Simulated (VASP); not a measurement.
# SnO2 (Pnnm) in VASP: single point with PBE

Aim: the single point of SnO2 with PBE.

Program: VASP 6.6.1. These are calculated values, not measurements. Logs are shortened: lines on timing, memory, paths and dates and some standing lists are left out, and cuts for length are marked.

### Step 1. The cell of the first run

Symmetry: Pnnm, No. 58, orthorhombic system. The conventional cell has a = 4.443 Å, b = 4.560 Å, c = 3.113 Å, α = 90.00°, β = 90.00°, γ = 90.00°. Within 2.6 Å of Sn (site symmetry 2/m) lie 6 O at 1.98 to 2.01 Å. Within 2.6 Å of O (site symmetry m) lie 3 Sn at 1.98 to 2.01 Å and 1 O at 2.54 Å.

### Step 2. Single point, PBE

The input, INCAR:

```
ALGO     = Normal         # electronic algorithm
EDIFF    = 1E-7           # SCF threshold, eV
ENCUT    = 520            # plane-wave cutoff, eV
GGA      = PE             # functional
ISIF     = 2              # what is computed and relaxed
ISMEAR   = 0              # smearing method
LASPH    = T              # aspherical terms in the spheres
LCHARG   = F              # write CHGCAR
LREAL    = F              # projectors in reciprocal space
LWAVE    = F              # write WAVECAR
NBANDS   = 35             # bands
NELM     = 60             # most SCF steps
PREC     = Accurate       # precision mode
SIGMA    = 0.02           # smearing width, eV
```

The input, KPOINTS:

```
k-points
0
Gamma
  6 6 10
```

The input, POSCAR:

```
SnO2
1.0
    4.4428964576      0.0000000000      0.0000000000
    0.0000000000      4.5598556186      0.0000000000
    0.0000000000      0.0000000000      3.1130840578
Sn O
2 4
Direct
    0.5000000000      0.5000000000      0.5000000000
    0.0000000000      0.0000000000      0.0000000000
    0.2564206522      0.3541197801      0.0000000000
    0.7564206522      0.1458802199      0.5000000000
    0.2435793478      0.8541197801      0.5000000000
    0.7435793478      0.6458802199      0.0000000000
```

Potentials or basis: VASP PAW PBE potentials, release 64 (Sn_d, O).

On the command line:

```
cat potpaw_PBE.64/Sn_d/POTCAR potpaw_PBE.64/O/POTCAR > POTCAR
mpirun -np 1 vasp_std > vasp.out
```

OUTCAR:

```text
EDIFF = 1E-7
   ENCUT = 520
   GGA = PE
   ISIF = 2
   ISMEAR = 0
   LASPH = T
   LREAL = F
   NELM = 60
   PREC = Accurate

 ion  position               nearest neighbor table
   1  0.500  0.500  0.500-   4 1.98   5 1.98   3 2.01   6 2.01   3 2.01   6 2.01   2 3.54   2 3.54
                             2 3.54   2 3.54   2 3.54   2 3.54   2 3.54   2 3.54
   2  0.000  0.000  0.000-   3 1.98   6 1.98   5 2.01   4 2.01   4 2.01   5 2.01   1 3.54   1 3.54
                             1 3.54   1 3.54   1 3.54   1 3.54   1 3.54   1 3.54
   3  0.256  0.354  0.000-   2 1.98   1 2.01   1 2.01
   4  0.756  0.146  0.500-   1 1.98   2 2.01   2 2.01
   5  0.244  0.854  0.500-   1 1.98   2 2.01   2 2.01
   6  0.744  0.646  0.000-   2 1.98   1 2.01   1 2.01

  LATTYP: Found a simple orthorhombic cell.
 ALAT       =     3.1130840578
 B/A-ratio  =     1.4271688060
 C/A-ratio  =     1.4647389964

  Lattice vectors:

 A1 = (   0.0000000000,   0.0000000000,   3.1130840578)
 A2 = (   4.4428964576,   0.0000000000,   0.0000000000)
 A3 = (   0.0000000000,   4.5598556186,   0.0000000000)

Analysis of symmetry for initial positions (statically):
=====================================================================
 Subroutine PRICEL returns:
 Original cell was already a primitive cell.

 Routine SETGRP: Setting up the symmetry group for a
 simple orthorhombic supercell.

 Subroutine GETGRP returns: Found  8 space group operations
 (whereof  4 operations were pure point group operations)
 out of a pool of  8 trial point group operations.

The static configuration has the point symmetry C_2h.
 The point group associated with its full space group is D_2h.

Analysis of symmetry for dynamics (positions and initial velocities):
=====================================================================
 Subroutine PRICEL returns:
 Original cell was already a primitive cell.

 Routine SETGRP: Setting up the symmetry group for a
 simple orthorhombic supercell.

 Subroutine GETGRP returns: Found  8 space group operations
 (whereof  4 operations were pure point group operations)
 out of a pool of  8 trial point group operations.

The dynamic configuration has the point symmetry C_2h.
 The point group associated with its full space group is D_2h.

 Subroutine INISYM returns: Found  8 space group operations
 (whereof  4 operations are pure point group operations),
 and found     1 'primitive' translations

----------------------------------------------------------------------------------------

                                     Primitive cell

  volume of cell :      63.0679

  direct lattice vectors                    reciprocal lattice vectors
     4.442896458  0.000000000  0.000000000     0.225078394  0.000000000  0.000000000
     0.000000000  4.559855619  0.000000000     0.000000000  0.219305189  0.000000000
     0.000000000  0.000000000  3.113084058     0.000000000  0.000000000  0.321224863

  length of vectors
     4.442896458  4.559855619  3.113084058     0.225078394  0.219305189  0.321224863

  position of ions in fractional coordinates (direct lattice)
     0.500000000  0.500000000  0.500000000
     0.000000000  0.000000000  0.000000000
     0.256420652  0.354119780  0.000000000
     0.756420652  0.145880220  0.500000000
     0.243579348  0.854119780  0.500000000
     0.743579348  0.645880220  0.000000000

  ion indices of the primitive-cell ions
   primitive index   ion index
                 1           1
                 2           2
                 3           3
                 4           4
                 5           5
                 6           6

----------------------------------------------------------------------------------------

 KPOINTS: k-points

Automatic generation of k-mesh.
 Grid dimensions read from file:
 generate k-points for:    6    6   10

 Generating k-lattice:

  Cartesian coordinates                     Fractional coordinates (reciprocal lattice)
     0.037513066  0.000000000  0.000000000     0.166666667  0.000000000  0.000000000
     0.000000000  0.036550865  0.000000000     0.000000000  0.166666667  0.000000000
     0.000000000  0.000000000  0.032122486     0.000000000  0.000000000  0.100000000

  Length of vectors
     0.037513066  0.036550865  0.032122486

  Shift w.r.t. Gamma in fractional coordinates (k-lattice)
     0.000000000  0.000000000  0.000000000

 Subroutine IBZKPT returns following result:
 ===========================================

 Found     96 irreducible k-points:

 Following reciprocal coordinates:
            Coordinates               Weight
  0.000000  0.000000  0.000000      1.000000
  0.166667  0.000000  0.000000      2.000000
  0.333333  0.000000  0.000000      2.000000
  0.500000  0.000000  0.000000      1.000000
  0.000000  0.166667  0.000000      2.000000
  0.166667  0.166667  0.000000      4.000000
[... 16 lines left out ...]
  0.333333  0.166667  0.100000      8.000000
  0.500000  0.166667  0.100000      4.000000
 [... further k-points ...]
   k-points           NKPTS =     96   k-points in BZ     NKDIM =     96   number of bands    NBANDS=     35
   number of dos      NEDOS =    301   number of ions     NIONS =      6
   total plane-waves  NPLWV =  31104
   dimension x,y,z NGX =    36 NGY =   36 NGZ =   24
   dimension x,y,z NGXF=    72 NGYF=   72 NGZF=   48
   ions per type =               2   4
   NGX,Y,Z   is equivalent  to a cutoff of  13.47, 13.13, 12.82 a.u.
   NGXF,Y,Z  is equivalent  to a cutoff of  26.94, 26.25, 25.63 a.u.
 SYSTEM =  unknown system
   PREC   = accura    normal or accurate (medium, high low for compatibility)
   ISTART =      0    job   : 0-new  1-cont  2-samecut
   ICHARG =      2    charge: 1-file 2-atom 10-const
   ISPIN  =      1    spin polarized calculation?
   LNONCOLLINEAR =      F non collinear calculations
   LSORBIT =      F    spin-orbit coupling
   LASPH  =      T    aspherical Exc in radial PAW
   ENCUT  =  520.0 eV  38.22 Ry    6.18 a.u.   8.26  8.48  5.79*2*pi/ulx,y,z
   NELM   =     60;   NELMIN=  2; NELMDL= -5     # of ELM steps
   EDIFF  = 0.1E-06   stopping-criterion for ELM
   LREAL  =      F    real-space projection
   EDIFFG = 0.1E-05   stopping-criterion for IOM
   NSW    =      0    number of steps for IOM
   IBRION =     -1    ionic relax: 0-MD 1-quasi-New 2-CG
   NFREE  =      0    steps in history (QN), initial steepest desc. (CG)
   ISIF   =      2    stress and relaxation
   ISYM   =      2    0-nonsym 1-usesym 2-fastsym
   POTIM  = 0.5000    time-step for ionic-motion
   TEBEG  =    0.0;   TEEND  =   0.0 temperature during run
   PSTRESS=    0.0 pullay stress
   NELECT =      52.0000    total number of electrons
   NUPDOWN=      -1.0000    fix difference up-down
   EMIN   =  10.00;   EMAX   =-10.00  energy-range for DOS
   EFERMI =   0.00;   METHOD = LEGACY
   ISMEAR =     0;   SIGMA  =   0.02  broadening in eV -4-tet -1-fermi 0-gaus
   EFERMI_NEDOS =   21; number of points for ismear=-14 and -15
   IALGO  =     38    algorithm
   IMIX   =      4    mixing-type and parameters
     AMIX     =   0.40;   BMIX     =  1.00
     AMIX_MAG =   1.60;   BMIX_MAG =  1.00
  volume/ion in A,a.u.               =      10.51        70.93
  Fermi-wavevector in a.u.,A,eV,Ry     =   1.535111  2.900940 32.063041  2.356567
  Thomas-Fermi vector in A             =   2.641945
   LORBIT       =      0    0 simple, 1 ext, 2 COOP (PROOUT), +10 PAW based schemes
   GGA     = PE    functional components
   LHFCALC =     F    Hartree Fock is set to
   AEXX    =    0.0000 exact exchange contribution
   IVDW    =     0    specifies the selected vdW correction
   LEPSILON=     F    determine dielectric tensor
   LRPA    =     F    only Hartree local field effects (RPA)
 non-spin polarized calculation
 Gauss-broadening in eV      SIGMA  =   0.02
  energy-cutoff  :      520.00
  volume of cell :       63.07
 maximum number of plane-waves:      1718
 NGX is ok and might be reduce to    36
   NGX = 17   NGY = 17   NGZ = 11

 number of electron      52.0000002 magnetization

 Free energy of the ion-electron system (eV)
  ---------------------------------------------------
  ext. energy  EPLUGINS =         0.00000000
  ---------------------------------------------------
  free energy    TOTEN  =       -35.87261459 eV

  energy without entropy =      -35.87261459  energy(sigma->0) =      -35.87261459

 E-fermi :   7.6156     XC(G=0): -12.0075

 val. band max:        7.4221744712   @ k =   0.5000   0.0000   0.0000
 cond. band min:      10.2337667729   @ k =   0.0000   0.0000   0.0000
 fundamental gap:      2.8115923017
 Fermi energy:         7.6156093273

 k-point     1 :       0.0000    0.0000    0.0000
  band No.  band energies     occupation
      1     -13.5574      2.00000
      2     -12.5745      2.00000
      3     -12.1331      2.00000
      4     -12.0911      2.00000
      5     -12.0673      2.00000
      6     -12.0381      2.00000
[... 27 lines left out ...]
     34      20.7166      0.00000
     35      21.7283      0.00000

 k-point     2 :       0.1667    0.0000    0.0000
  band No.  band energies     occupation
      1     -13.4983      2.00000
      2     -12.5733      2.00000
      3     -12.2098      2.00000
      4     -12.0941      2.00000
      5     -12.0628      2.00000
      6     -12.0367      2.00000
[... 27 lines left out ...]
     34      20.7867      0.00000
     35      21.8159      0.00000

 k-point     3 :       0.3333    0.0000    0.0000
  band No.  band energies     occupation
      1     -13.3260      2.00000
      2     -12.7502      2.00000
      3     -12.2170      2.00000
      4     -12.1077      2.00000
      5     -12.0517      2.00000
      6     -12.0356      2.00000
[... 27 lines left out ...]
     34      21.1841      0.00000
     35      22.4231      0.00000

 k-point     4 :       0.5000    0.0000    0.0000
  band No.  band energies     occupation
      1     -13.0586      2.00000
      2     -13.0586      2.00000
      3     -12.1463      2.00000
      4     -12.1463      2.00000
      5     -12.0405      2.00000
      6     -12.0405      2.00000
[... 27 lines left out ...]
     34      21.2062      0.00000
     35      22.2086      0.00000

 k-point     5 :       0.0000    0.1667    0.0000
  band No.  band energies     occupation
      1     -13.5013      2.00000
      2     -12.5896      2.00000
      3     -12.1931      2.00000
      4     -12.0955      2.00000
      5     -12.0620      2.00000
      6     -12.0364      2.00000
[... 638 lines left out ...]
 k-point    22 :       0.1667    0.1667    0.1000
  band No.  band energies     occupation
      1     -13.4064      2.00000
      2     -12.5742      2.00000
      3     -12.3568      2.00000
      4     -12.2071      2.00000
      5     -12.0638      2.00000
      6     -12.0005      2.00000
[... 27 lines left out ...]
     34      20.7738      0.00000
     35      21.8737      0.00000

 k-point    23 :       0.3333    0.1667    0.1000
  band No.  band energies     occupation
      1     -13.2802      2.00000
      2     -12.8136      2.00000
      3     -12.3145      2.00000
      4     -12.2240      2.00000
      5     -12.0429      2.00000
      6     -11.9909      2.00000
[... 27 lines left out ...]
     34      20.9923      0.00000
     35      21.8442      0.00000

 k-point    24 :       0.5000    0.1667    0.1000
  band No.  band energies     occupation
      1     -13.0737      2.00000
      2     -13.0737      2.00000
      3     -12.2627      2.00000
      4     -12.2627      2.00000
      5     -12.0126      2.00000
      6     -12.0126      2.00000
[... 27 lines left out ...]
     34      21.1235      0.00000
     35      21.9164      0.00000

 [... further k-points ...]

------------------------ aborting loop because EDIFF is reached ----------------------------------------

  FORCE on cell =-STRESS in cart. coord.  units (eV):
  Direction    XX          YY          ZZ          XY          YZ          ZX
  --------------------------------------------------------------------------------------
  -------------------------------------------------------------------------------------
  Total       16.0498649     16.0322589     16.2030845      0.0000000      0.0000000      0.0000000
  in kB      407.7310942    407.2838319    411.6234874      0.0000000      0.0000000      0.0000000
  external PRESSURE =     408.8794711 kB  Pullay stress =       0.0000000 kB

 VOLUME and BASIS-vectors are now :
 -----------------------------------------------------------------------------
  energy-cutoff  :      520.00
  volume of cell :       63.07
      direct lattice vectors                 reciprocal lattice vectors
     4.442896458  0.000000000  0.000000000     0.225078394  0.000000000  0.000000000
     0.000000000  4.559855619  0.000000000     0.000000000  0.219305189  0.000000000
     0.000000000  0.000000000  3.113084058     0.000000000  0.000000000  0.321224863

 POSITION                                       TOTAL-FORCE (eV/Angst)
 -----------------------------------------------------------------------------------
      2.22145      2.27993      1.55654         0.000000     -0.000000      0.000000
      0.00000      0.00000      0.00000         0.000000     -0.000000      0.000000
      1.13925      1.61474      0.00000        -0.025224     -0.002135      0.000000
      3.36070      0.66519      1.55654        -0.025224      0.002135      0.000000
      1.08220      3.89466      1.55654         0.025224     -0.002135     -0.000000
      3.30365      2.94512      0.00000         0.025224      0.002135     -0.000000
 -----------------------------------------------------------------------------------
    total drift:                               -0.000000      0.000000      0.000000

  FREE ENERGIE OF THE ION-ELECTRON SYSTEM (eV)
  ---------------------------------------------------
  free  energy   TOTEN  =       -35.8726145929 eV

  energy  without entropy=      -35.8726145929  energy(sigma->0) =      -35.87261459
```

It took 3.2 min on 1 thread of AMD EPYC 7R43 (Zen 3), shared host; peak memory 0.25 GiB.

What came out:

```
Free energy            : -35.8726 eV
Pressure               : 40.9 GPa
Largest force          : 0.025 eV/Å
Band gap on the k mesh : 2.81 eV, indirect (least direct gap 2.96 eV)
```

Forces in eV/Å, atoms in the order of the input:
```
Sn   0.000  0.000  0.000
Sn   0.000  0.000  0.000
O   -0.025 -0.002  0.000
O   -0.025  0.002  0.000
O    0.025 -0.002  0.000
O    0.025  0.002  0.000
```

Stress tensor (GPa, compression positive):
```
40.77  0.00  0.00
 0.00 40.73  0.00
 0.00  0.00 41.16
```

Levels at points of the mesh, in eV from the valence-band top:
```
           k point  band 23  band 24  band 25  band 26  band 27  band 28  band 29  band 30
(0.00, 0.00, 0.00)    -0.65    -0.21    -0.20    -0.14     2.81     6.98     7.15     7.51
(0.50, 0.00, 0.00)    -0.84    -0.84     0.00     0.00     5.43     5.43     7.10     7.10
(0.00, 0.50, 0.00)    -0.76    -0.76    -0.26    -0.26     6.05     6.05     8.73     8.73
(0.50, 0.50, 0.00)    -1.00    -1.00    -0.26    -0.26     6.41     6.41     8.16     8.16
(0.00, 0.00, 0.50)    -1.68    -1.68    -0.50    -0.50     7.54     7.54    10.77    10.77
(0.50, 0.00, 0.50)    -0.51    -0.51    -0.50    -0.50     7.99     7.99     9.67     9.67
(0.00, 0.50, 0.50)    -0.73    -0.73    -0.04    -0.04     7.70     7.70     8.89     8.89
(0.50, 0.50, 0.50)    -0.90    -0.90    -0.27    -0.27     6.33     6.33     9.91     9.91
```

Caveat: spin-orbit coupling is left out, which moves the levels of the heavy elements. PBE gaps usually lie below the measured ones, often by a third to a half.
